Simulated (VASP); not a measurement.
Crystal: Mg3Sb2.

```
CELL_PARAMETERS angstrom
4.61682 0.00000 0.00000
-2.30841 3.99829 0.00000
0.00000 0.00000 7.29905
ATOMIC_POSITIONS crystal
Mg 0.33330 0.66670 0.63000
Mg 0.66670 0.33330 0.37000
Mg 0.00000 0.00000 0.00000
Sb 0.33330 0.66670 0.23500
Sb 0.66670 0.33330 0.76500
```

```yaml
Program: VASP 6.6.1
Task: relaxation of cell and atoms
Functional: PBE
Potentials_or_basis: VASP PAW PBE potentials, release 64 (Mg, Sb)
Cutoff: 600 eV
k_mesh: 7 × 7 × 4
Occupations: gaussian, width 0.0172 eV
Spin: no spin polarisation
```

At the start: pressure -0.1 GPa; volume 26.95 Å³/atom.

How do energy, volume and symmetry change on relaxing?

Over 7 steps the energy falls by 6.3 meV/atom and the volume is 26.61 Å³/atom (-1.2 %); space group P-3m1 (No. 164, to 0.1 Å) before and after.

Step by step:
```tsv
step	energy change (eV)	largest force (eV/Å)	pressure (GPa)	volume (Å³)
1	0.0000	0.4175	-0.08	134.74
2	-0.0167	0.2745	-0.14	134.47
3	-0.0261	0.0765	-0.18	134.06
4	-0.0303	0.0444	0.02	133.22
5	-0.0312	0.0209	0.17	132.61
6	-0.0314	0.0061	-0.07	133.27
7	-0.0315	0.0036	0.01	133.06
```

Final structure:
```xyz
5
Lattice="4.5979 0.0001 -0.0001 -2.2989 3.9819 0.0001 -0.0002 0.0001 7.2678" Properties=species:S:1:pos:R:3 pbc="T T T"
Mg   -0.0002    2.6548    4.5951
Mg    2.2990    1.3274    2.6727
Mg    0.0000    0.0000    0.0000
Sb   -0.0001    2.6547    1.6384
Sb    2.2989    1.3274    5.6294
```
